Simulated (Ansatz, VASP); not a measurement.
**One calculation of LiMgBN2, two programs**

```xyz
5
Lattice="-1.9097 1.9097 4.0880 1.9097 -1.9097 4.0880 1.9097 1.9097 -4.0880" Properties=species:S:1:pos:R:3 pbc="T T T"
Li    1.9097    0.0000    2.0440
Mg    0.0000    1.9097    2.0440
B     0.0000    0.0000    4.0880
N     0.0000    0.0000    5.3248
N     0.0000    0.0000    2.8513
```

Change from the starting cell: strain +0.000 along x and y, -0.080 along z, atoms carried along.

Alike in both runs: task single point; functional PBE; k mesh 8 × 8 × 8; occupations gaussian, width 0.05 eV; no spin polarisation.

```csv
,VASP,Ansatz
version,VASP 6.6.1,Ansatz 0.2.0
potentials or method,"VASP PAW PBE potentials, release 64 (Li_sv, Mg, B, N), cutoff 520 eV","scalar-relativistic, plane waves, PAW"
valence electrons in the cell,18,26
```

|  | VASP | Ansatz | Ansatz less VASP |
| --- | --- | --- | --- |
| gap on the k mesh at the Fermi level (eV) | 2.70 | 2.71 | +0.008 |
| least direct gap on the mesh (eV) | 3.45 | 3.47 | +0.018 |
| rms of the force components (eV/Å) | 2.686 | 2.694 | +0.0079 |

Atom by atom the forces differ by 0.008 eV/Å (rms over components). VASP's potentials hold 18 valence electrons a cell and Ansatz's 26, so a difference there can come from the potentials and not from the codes.

Noted on VASP's run: the cutoff is short for stress, so the pressure is rough.
